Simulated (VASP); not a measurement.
The system is Al5Os3.

```
Al Os
1.0
     0.00000    3.96375    3.96375
     3.96375    0.00000    3.96375
     3.96375    3.96375    0.00000
Al Os
5 3
Direct
  0.00000 0.00000 0.00000
  0.00000 0.00000 0.50000
  0.00000 0.50000 0.00000
  0.50000 0.00000 0.00000
  0.50000 0.00000 0.50000
  0.00000 0.50000 0.50000
  0.50000 0.50000 0.00000
  0.50000 0.50000 0.50000
```

```yaml
Program: VASP 6.6.1
Task: relaxation of cell and atoms
Functional: LDA
Potentials_or_basis: VASP PAW LDA potentials, release 64 (Al, Os)
Cutoff: 600 eV
k_mesh: 4 × 4 × 4
Occupations: methfessel-paxton, width 0.05 eV
Spin: no spin polarisation
```

At the start: pressure -18.3 GPa; volume 15.57 Å³/atom.

**Question.** How do energy, volume and symmetry change on relaxing?

**Answer.** Over 10 steps the energy falls by 142.5 meV/atom and the volume is 13.94 Å³/atom (-10.5 %); space group R-3m (No. 166, to 0.1 Å) before and after.

The path:
| step | energy change (eV) | largest force (eV/Å) | pressure (GPa) | volume (Å³) |
| --- | --- | --- | --- | --- |
| 1 | 0.0000 | 0.0000 | -18.28 | 124.55 |
| 2 | 1.0010 | 0.0000 | 47.52 | 95.09 |
| 3 | -0.9592 | 0.0000 | 0.57 | 111.13 |
| 4 | -0.9608 | 0.0000 | 1.35 | 110.73 |
| 5 | -1.1206 | 0.0000 | 1.13 | 110.81 |
| 6 | -1.1361 | 0.0000 | 1.32 | 110.80 |
| 7 | -1.1369 | 0.0000 | 1.39 | 110.79 |
| 8 | -1.1369 | 0.0000 | 1.41 | 110.79 |
| 9 | -1.1318 | 0.0000 | -2.21 | 112.72 |
| 10 | -1.1401 | 0.0000 | -0.01 | 111.52 |

Final structure:
```cif
data_structure
_symmetry_space_group_name_H-M 'P 1'
_symmetry_Int_Tables_number 1
_cell_length_a 5.5735
_cell_length_b 5.2479
_cell_length_c 5.5735
_cell_angle_alpha 57.925
_cell_angle_beta 60.000
_cell_angle_gamma 57.925
_cell_volume 111.52
loop_
_atom_site_label
_atom_site_type_symbol
_atom_site_fract_x
_atom_site_fract_y
_atom_site_fract_z
_atom_site_occupancy
Al1 Al 0.00000 0.00000 0.00000 1
Al2 Al 0.00000 0.00000 0.50000 1
Al3 Al 0.00000 0.50000 0.00000 1
Al4 Al 0.50000 0.00000 0.00000 1
Al5 Al 0.50000 0.00000 0.50000 1
Os1 Os 0.00000 0.50000 0.50000 1
Os2 Os 0.50000 0.50000 0.00000 1
Os3 Os 0.50000 0.50000 0.50000 1
```
